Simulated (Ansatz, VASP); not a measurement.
BaTe in VASP and in Ansatz

Contents of POSCAR:

```
BaTe
1.0
    0.0000000000      3.5673632507      3.5673632507
    3.5673632507      0.0000000000      3.5673632507
    3.5673632507      3.5673632507      0.0000000000
Ba Te
1 1
Direct
    0.0000000000      0.0000000000      0.0000000000
    0.5000000000      0.5000000000      0.5000000000
```

INCAR.step1

```
PREC = Accurate ; ENCUT = 520
ISMEAR = 0 ; SIGMA = 0.01
LREAL = False ; LASPH = True
NELM = 60 ; NBANDS = 15
GGA = PE ; ALGO = Normal
EDIFF = 1E-4 ; LWAVE = True
LCHARG = False
```

The input INCAR.step2:

```
PREC = Accurate ; ENCUT = 520
EDIFF = 1E-7 ; ISMEAR = 0
SIGMA = 0.01 ; LREAL = False
LASPH = True ; NELM = 60
ALGO = Normal ; ISIF = 2
LWAVE = False ; LCHARG = False
METAGGA = R2SCAN ; LMIXTAU = True
NBANDS = 15 ; ISTART = 1
```

File KPOINTS:

```
Automatic mesh
0
Gamma
  6 6 6
```

Input for Ansatz:

```yaml
crystal:
  lattice:
    - [0.0, 3.5673632507, 3.5673632507]
    - [3.5673632507, 0.0, 3.5673632507]
    - [3.5673632507, 3.5673632507, 0.0]
  atoms:
    - { symbol: Ba, position: [0.0, 0.0, 0.0] }
    - { symbol: Te, position: [0.5, 0.5, 0.5] }
kpoints:
  mp_grid: { grid: [6, 6, 6] }
hamiltonian:
  xc: r2scan
scf:
  occupations: { method: fixed }
  n_extra_bands: 4
output:
  forces: true
  stress: true
  eigenvalues: true
```

Alike in both runs: task single point; functional r2SCAN; k mesh 6 × 6 × 6; no spin polarisation.

|  | VASP | Ansatz |
| --- | --- | --- |
| version | VASP 6.6.1 | Ansatz 0.2.0 |
| potentials or method | VASP PAW PBE potentials, release 64 (Ba_sv, Te) | plane waves, PAW |
| plane-wave cutoff (eV) | 520 | 500 |
| occupations | gaussian, width 0.01 eV | fixed |
| valence electrons in the cell | 16 | 26 |

Ansatz gave:

| Quantity | Value |
| --- | --- |
| gap on the k mesh at the Fermi level (eV) | 2.06 |
| pressure (GPa) | -0.9 |

Task: Estimate VASP's values.

Result: gap on the k mesh at the Fermi level (eV): 1.99; pressure (GPa): -0.6.

VASP's potentials were made for PBE, not for r2SCAN. VASP's potentials hold 16 valence electrons a cell and Ansatz's 26, so a difference there can come from the potentials and not from the codes.

Neither program's run includes spin-orbit coupling.
